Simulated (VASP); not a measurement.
# SiNi (Pnma) in VASP: single point with PBEsol

Aim: the single point of SiNi with PBEsol.

Program: VASP 6.6.1. These are calculated values, not measurements. Logs are shortened: lines on timing, memory, paths and dates and some standing lists are left out, and cuts for length are marked.

### Step 1. The cell of the first run

Symmetry: Pnma, No. 62, orthorhombic system. The conventional cell has a = 5.089 Å, b = 3.357 Å, c = 5.528 Å, α = 90.00°, β = 90.00°, γ = 90.00°. Si (site symmetry m) has 6 Ni at 2.26 to 2.38 Å and 2 Si at 2.65 Å within 3.0 Å. Within 3.0 Å of Ni (site symmetry m) lie 6 Si at 2.26 to 2.38 Å and 4 Ni at 2.64 to 2.67 Å.

### Step 2. Single point, PBEsol

INCAR reads:

```
SYSTEM = SiNi
ALGO = Normal
EDIFF = 1E-7
ENCUT = 520
GGA = PS
ISIF = 2
ISMEAR = 0
LASPH = .True.
LCHARG = .False.
LREAL = .False.
LWAVE = .False.
NBANDS = 38
NELM = 100
PREC = Accurate
SIGMA = 0.05
```

KPOINTS reads:

```
k-points
0
Gamma
  8 10 6
  0 0 0
```

POSCAR reads:

```
SiNi
1.0
    5.0894671081      0.0000000000      0.0000000000
    0.0000000000      3.3566773321      0.0000000000
    0.0000000000      0.0000000000      5.5282090731
Si Ni
4 4
Direct
    0.3214516797      0.7500000000      0.0864196577
    0.1785483203      0.2500000000      0.5864196577
    0.8214516797      0.7500000000      0.4135803423
    0.6785483203      0.2500000000      0.9135803423
    0.0093760384      0.2500000000      0.1873230891
    0.4906239616      0.7500000000      0.6873230891
    0.5093760384      0.2500000000      0.3126769109
    0.9906239616      0.7500000000      0.8126769109
```

Potentials or basis: VASP PAW PBE potentials, release 64 (Si, Ni).

Run with:

```sh
> cat potpaw_PBE.64/Si/POTCAR potpaw_PBE.64/Ni/POTCAR > POTCAR
> mpirun -np 1 vasp_std > vasp.out
```

OUTCAR:

```text
SYSTEM = SiNi
   EDIFF = 1E-7
   ENCUT = 520
   GGA = PS
   ISIF = 2
   ISMEAR = 0
   LASPH = .True.
   LREAL = .False.
   NELM = 100
   PREC = Accurate

 ion  position               nearest neighbor table
   1  0.321  0.750  0.086-   8 2.26   7 2.30   7 2.30   6 2.37   5 2.38   5 2.38   4 2.65   4 2.65
                             3 3.12   3 3.12
   2  0.179  0.250  0.586-   7 2.26   8 2.30   8 2.30   5 2.37   6 2.38   6 2.38   3 2.65   3 2.65
                             4 3.12   4 3.12
   3  0.821  0.750  0.414-   6 2.26   5 2.30   5 2.30   8 2.37   7 2.38   7 2.38   2 2.65   2 2.65
                             1 3.12   1 3.12
   4  0.679  0.250  0.914-   5 2.26   6 2.30   6 2.30   7 2.37   8 2.38   8 2.38   1 2.65   1 2.65
                             2 3.12   2 3.12
   5  0.009  0.250  0.187-   4 2.26   3 2.30   3 2.30   2 2.37   1 2.38   1 2.38   7 2.64   7 2.64
                             8 2.67   8 2.67
   6  0.491  0.750  0.687-   3 2.26   4 2.30   4 2.30   1 2.37   2 2.38   2 2.38   8 2.64   8 2.64
                             7 2.67   7 2.67
   7  0.509  0.250  0.313-   2 2.26   1 2.30   1 2.30   4 2.37   3 2.38   3 2.38   5 2.64   5 2.64
                             6 2.67   6 2.67
   8  0.991  0.750  0.813-   1 2.26   2 2.30   2 2.30   3 2.37   4 2.38   4 2.38   6 2.64   6 2.64
                             5 2.67   5 2.67

  LATTYP: Found a simple orthorhombic cell.
 ALAT       =     3.3566773321
 B/A-ratio  =     1.5162217290
 C/A-ratio  =     1.6469289497

  Lattice vectors:

 A1 = (   0.0000000000,  -3.3566773321,   0.0000000000)
 A2 = (   5.0894671081,   0.0000000000,   0.0000000000)
 A3 = (   0.0000000000,   0.0000000000,   5.5282090731)

Analysis of symmetry for initial positions (statically):
=====================================================================
 Subroutine PRICEL returns:
 Original cell was already a primitive cell.

 Routine SETGRP: Setting up the symmetry group for a
 simple orthorhombic supercell.

 Subroutine GETGRP returns: Found  8 space group operations
 (whereof  2 operations were pure point group operations)
 out of a pool of  8 trial point group operations.

The static configuration has the point symmetry S_2 .
 The point group associated with its full space group is D_2h.

Analysis of symmetry for dynamics (positions and initial velocities):
=====================================================================
 Subroutine PRICEL returns:
 Original cell was already a primitive cell.

 Routine SETGRP: Setting up the symmetry group for a
 simple orthorhombic supercell.
[... 119 lines left out ...]
   LREAL  =      F    real-space projection
   EDIFFG = 0.1E-05   stopping-criterion for IOM
   NSW    =      0    number of steps for IOM
   IBRION =     -1    ionic relax: 0-MD 1-quasi-New 2-CG
   NFREE  =      0    steps in history (QN), initial steepest desc. (CG)
   ISIF   =      2    stress and relaxation
   ISYM   =      2    0-nonsym 1-usesym 2-fastsym
   POTIM  = 0.5000    time-step for ionic-motion
   TEBEG  =    0.0;   TEEND  =   0.0 temperature during run
   PSTRESS=    0.0 pullay stress
   NELECT =      56.0000    total number of electrons
   NUPDOWN=      -1.0000    fix difference up-down
   EMIN   =  10.00;   EMAX   =-10.00  energy-range for DOS
   EFERMI =   0.00;   METHOD = LEGACY
   ISMEAR =     0;   SIGMA  =   0.05  broadening in eV -4-tet -1-fermi 0-gaus
   EFERMI_NEDOS =   21; number of points for ismear=-14 and -15
   IALGO  =     38    algorithm
   IMIX   =      4    mixing-type and parameters
     AMIX     =   0.40;   BMIX     =  1.00
     AMIX_MAG =   1.60;   BMIX_MAG =  1.00
  volume/ion in A,a.u.               =      11.81        79.67
  Fermi-wavevector in a.u.,A,eV,Ry     =   1.375357  2.599048 25.736867  1.891606
  Thomas-Fermi vector in A             =   2.500700
   LORBIT       =      0    0 simple, 1 ext, 2 COOP (PROOUT), +10 PAW based schemes
   GGA     = PS    functional components
   LHFCALC =     F    Hartree Fock is set to
   AEXX    =    0.0000 exact exchange contribution
   IVDW    =     0    specifies the selected vdW correction
   LEPSILON=     F    determine dielectric tensor
   LRPA    =     F    only Hartree local field effects (RPA)
 non-spin polarized calculation
 Gauss-broadening in eV      SIGMA  =   0.05
  energy-cutoff  :      520.00
  volume of cell :       94.44
 maximum number of plane-waves:      2568
 NGX is ok and might be reduce to    40
   NGX = 19   NGY = 13   NGZ = 21

 number of electron      56.0000020 magnetization

 Free energy of the ion-electron system (eV)
  ---------------------------------------------------
  ext. energy  EPLUGINS =         0.00000000
  ---------------------------------------------------
  free energy    TOTEN  =       -52.26946139 eV

  energy without entropy =      -52.26769787  energy(sigma->0) =      -52.26857963

 E-fermi :  10.6630     XC(G=0): -12.4541

 val. band max:       10.6583587170   @ k =   0.0000   0.5000   0.3333
 cond. band min:      10.7113322343   @ k =   0.1250   0.4000   0.0000
 fundamental gap:      0.0529735173
 Fermi energy:        10.6629843406

 k-point     1 :       0.0000    0.0000    0.0000
  band No.  band energies     occupation
      1      -2.5152      2.00000
      2       0.9960      2.00000
      3       2.1772      2.00000
      4       2.8396      2.00000
      5       4.0328      2.00000
      6       4.5597      2.00000
[... 973 lines left out ...]
     37      16.7553      0.00000
     38      17.3870      0.00000

 [... further k-points ...]
[... 5 lines left out ...]
  --------------------------------------------------------------------------------------
  -------------------------------------------------------------------------------------
  Total        0.1296389      0.0786574      0.1187199      0.0000000      0.0000000      0.0000000
  in kB        2.1992753      1.3343926      2.0140377      0.0000000      0.0000000      0.0000000
  external PRESSURE =       1.8492352 kB  Pullay stress =       0.0000000 kB

 VOLUME and BASIS-vectors are now :
 -----------------------------------------------------------------------------
  energy-cutoff  :      520.00
  volume of cell :       94.44
      direct lattice vectors                 reciprocal lattice vectors
     5.089467108  0.000000000  0.000000000     0.196484225  0.000000000  0.000000000
     0.000000000  3.356677332  0.000000000     0.000000000  0.297913651  0.000000000
     0.000000000  0.000000000  5.528209073     0.000000000  0.000000000  0.180890409

 POSITION                                       TOTAL-FORCE (eV/Angst)
 -----------------------------------------------------------------------------------
      1.63602      2.51751      0.47775         0.001194      0.000000      0.004891
      0.90872      0.83917      3.24185        -0.001194      0.000000      0.004891
      4.18075      2.51751      2.28636         0.001194     -0.000000     -0.004891
      3.45345      0.83917      5.05046        -0.001194      0.000000     -0.004891
      0.04772      0.83917      1.03556         0.011812      0.000000     -0.001816
      2.49701      2.51751      3.79967        -0.011812     -0.000000     -0.001816
      2.59245      0.83917      1.72854         0.011812      0.000000      0.001816
      5.04175      2.51751      4.49265        -0.011812      0.000000      0.001816
 -----------------------------------------------------------------------------------
    total drift:                               -0.000000      0.000000      0.000000

  FREE ENERGIE OF THE ION-ELECTRON SYSTEM (eV)
  ---------------------------------------------------
  free  energy   TOTEN  =       -52.2694613948 eV

  energy  without entropy=      -52.2676978713  energy(sigma->0) =      -52.26857963
```

OSZICAR:

```text
N       E                     dE             d eps       ncg     rms          rms(c)
DAV:   1     0.366905684371E+03    0.36691E+03   -0.24284E+04  9120   0.174E+03
DAV:   2    -0.276665138760E+02   -0.39457E+03   -0.37805E+03  9120   0.366E+02
DAV:   3    -0.590768763141E+02   -0.31410E+02   -0.30263E+02 10142   0.123E+02
DAV:   4    -0.601317041908E+02   -0.10548E+01   -0.10479E+01 10818   0.208E+01
DAV:   5    -0.601665837189E+02   -0.34880E-01   -0.34868E-01 11204   0.360E+00    0.299E+01
DAV:   6    -0.697642147745E+02   -0.95976E+01   -0.14598E+02 10558   0.178E+02    0.378E+01
DAV:   7    -0.522415119384E+02    0.17523E+02   -0.46887E+01 10690   0.111E+02    0.630E+00
DAV:   8    -0.523993435140E+02   -0.15783E+00   -0.67479E+00 13426   0.196E+01    0.394E+00
DAV:   9    -0.522737999337E+02    0.12554E+00   -0.59935E-01 11076   0.101E+01    0.826E-01
DAV:  10    -0.522710030047E+02    0.27969E-02   -0.25436E-02 11068   0.172E+00    0.475E-01
DAV:  11    -0.522695059979E+02    0.14970E-02   -0.43076E-03 13312   0.748E-01    0.131E-01
DAV:  12    -0.522694939330E+02    0.12065E-04   -0.26555E-04 10604   0.110E-01    0.616E-02
DAV:  13    -0.522694625126E+02    0.31420E-04   -0.49958E-05 14252   0.767E-02    0.223E-02
DAV:  14    -0.522694614215E+02    0.10911E-05   -0.14545E-05 11514   0.206E-02    0.448E-03
DAV:  15    -0.522694613948E+02    0.26694E-07   -0.82024E-07 10318   0.101E-02
   1 F= -.52269461E+02 E0= -.52268580E+02  d E =-.176352E-02
```

Wall time 6.7 min (1 thread of Intel Xeon Platinum 8375C at 2.90GHz (Ice Lake), shared host); peak memory 0.42 GiB.

Results:

| Quantity | Value |
| --- | --- |
| Free energy | -52.2695 eV |
| Pressure | 0.2 GPa |
| Largest force | 0.012 eV/Å |
| Band gap on the k mesh | zero (bands 28 and 29 overlap by 1.88 eV) |

Forces in eV/Å, atoms in the order of the input:
```
Si   0.001  0.000  0.005
Si  -0.001  0.000  0.005
Si   0.001  0.000 -0.005
Si  -0.001  0.000 -0.005
Ni   0.012  0.000 -0.002
Ni  -0.012  0.000 -0.002
Ni   0.012  0.000  0.002
Ni  -0.012  0.000  0.002
```

Caveat: the PAW data sets were made with another functional, which shifts forces and pressure a little.
